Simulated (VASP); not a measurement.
A run of VASP 6.6.1 is set up as follows.

INCAR

```
SYSTEM = Cd
PREC = Accurate
ENCUT = 520
EDIFF = 1E-7
ISMEAR = 0
SIGMA = 0.1
LREAL = .FALSE.
LASPH = .TRUE.
NELM = 60
ALGO = Fast
ISIF = 2
LWAVE = .FALSE.
LCHARG = .FALSE.
GGA = PS
NBANDS = 19
```

KPOINTS

```
Automatic mesh
0
G
  18 18 8
  0 0 0
```

POSCAR

```
Cd
1.0
    2.9187275903      0.0000000000      0.0000000000
   -1.4593637952      2.5276922400      0.0000000000
    0.0000000000      0.0000000000      5.2819013651
Cd
2
Direct
    0.3333333333      0.6666666667      0.2500000000
    0.6666666667      0.3333333333      0.7500000000
```

Potentials or basis: VASP PAW PBE potentials, release 64 (Cd).

Launch:

```console
$ cat potpaw_PBE.64/Cd/POTCAR > POTCAR
$ mpirun -np 1 vasp_std > vasp.out
```

Task: What does it give for the pressure?

Result: 5.6 GPa.

Task: What does it give for the band gap on the k mesh?

Result: Zero (bands 12 and 13 overlap by 3.83 eV).

Stress tensor (GPa, compression positive):
```
5.68 0.00 0.00
0.00 5.68 0.00
0.00 0.00 5.37
```

Caveat: the cell stands under pressure; the PAW data sets were made with another functional, which shifts forces and pressure a little.
